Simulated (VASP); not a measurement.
A run of VASP 6.6.1 is set up as follows.

The input INCAR:

```
SYSTEM = WSe2
ALGO = Normal
EDIFF = 1E-6
ENCUT = 520
GGA = PS
ISIF = 2
ISMEAR = 0
IVDW = 12
LASPH = .True.
LCHARG = .False.
LREAL = .False.
LWAVE = .False.
NBANDS = 35
NELM = 60
PREC = Accurate
SIGMA = 0.02
```

KPOINTS

```
k-points
0
Gamma
  12 12 4
  0 0 0
```

Contents of POSCAR:

```
WSe2
1.0
    3.2793019234      0.0000000000      0.0000000000
   -1.6396509617      2.8399587723      0.0000000000
    0.0000000000      0.0000000000     12.6032767114
W Se
2 4
Direct
    0.6666666667      0.3333333333      0.2499066147
    0.3333333333      0.6666666667      0.7500933853
    0.3333333333      0.6666666667      0.3821651200
    0.6666666667      0.3333333333      0.8823510645
    0.3333333333      0.6666666667      0.1176489355
    0.6666666667      0.3333333333      0.6178348800
```

Potentials or basis: VASP PAW PBE potentials, release 64 (W_sv, Se).

Run with:

```console
$ cat potpaw_PBE.64/W_sv/POTCAR potpaw_PBE.64/Se/POTCAR > POTCAR
$ mpirun -np 1 vasp_std > vasp.out
```

Task: Predict the largest force.

Result: 0.063 eV/Å.

Task: What does it give for the dispersion energy per atom?

Result: -0.455 eV.

Task: Predict the pressure.

Result: -2.8 GPa.

Task: What does it give for the band gap on the k mesh?

Result: 0.80 eV, indirect (least direct gap 1.51 eV).

Stress tensor (GPa, compression positive):
```
-3.55  0.00  0.00
 0.00 -3.55  0.00
 0.00  0.00 -1.24
```

Caveat: the PAW data sets were made with another functional, which shifts forces and pressure a little; spin-orbit coupling is left out, which moves the levels of the heavy elements. PBEsol gaps usually lie below the measured ones, often by a third to a half.
